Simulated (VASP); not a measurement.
A run of VASP 6.6.1 is set up as follows.

Contents of INCAR:

```
PREC = Accurate
ENCUT = 600
EDIFF = 1E-6
ISMEAR = 0
SIGMA = 0.2
LREAL = F
LASPH = T
NELM = 120
ALGO = Normal
ISIF = 2
LWAVE = F
LCHARG = F
GGA = B5
ALDAX = 1.0
AGGAX = 1.0
AGGAC = 1.0
ALDAC = 0.0
NBANDS = 33
GGA_COMPAT = F
```

Contents of KPOINTS:

```
regular mesh
0
Gamma
  5 5 5
```

POSCAR

```
In3Cu
1.0
    4.4827700000      0.0000000000      0.0000000000
    0.0000000000      4.4827700000      0.0000000000
    0.0000000000      0.0000000000      4.4827700000
In Cu
3 1
Direct
    0.0000000000      0.5000000000      0.5000000000
    0.5000000000      0.0000000000      0.5000000000
    0.5000000000      0.5000000000      0.0000000000
    0.0000000000      0.0000000000      0.0000000000
```

Potentials or basis: VASP PAW PBE potentials, release 64 (In_d, Cu).

Run with:

```bash
$ cat potpaw_PBE.64/In_d/POTCAR potpaw_PBE.64/Cu/POTCAR > POTCAR
$ mpirun -np 1 vasp_std > vasp.out
```

(1) Predict the pressure.

(2) Estimate the band gap on the k mesh.

Answers

(1) 5.7 GPa.

(2) zero (bands 25 and 26 overlap by 2.93 eV).

Caveat: the cell stands under pressure; the PAW data sets were made with another functional, which shifts forces and pressure a little; spin-orbit coupling is left out, which moves the levels of the heavy elements.
